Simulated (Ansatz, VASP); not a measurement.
Two plane-wave programs on NbAs

```xyz
2
Lattice="0.0000 2.6376 2.6376 2.6376 0.0000 2.6376 2.6376 2.6376 0.0000" Properties=species:S:1:pos:R:3 pbc="T T T"
Nb    0.0000    0.0000    0.0000
As    2.6376    2.6376    2.6376
```

Alike in both runs: functional PBE; k mesh 11 × 11 × 11; occupations fermi-dirac, width 0.05 eV; no spin polarisation.

Ansatz relaxed the structure, and its values are those at the end. VASP's run is a single point on that final structure, the one shown.

|  | VASP | Ansatz |
| --- | --- | --- |
| version | VASP 6.6.1 | Ansatz 0.2.0 |
| potentials or method | VASP PAW PBE potentials, release 64 (Nb_sv, As) | PAW with Ansatz's default frozen-core files, scalar-relativistic |
| plane-wave cutoff (eV) | 520 | 420 |
| valence electrons in the cell | 18 | 28 |

```csv
,VASP,Ansatz,Ansatz less VASP
pressure (GPa),0.0,0.0,-0.02
```

The functional is the same, so the differences come from potentials, cutoffs and numerics. VASP's potentials hold 18 valence electrons a cell and Ansatz's 28, so a difference there can come from the potentials and not from the codes.
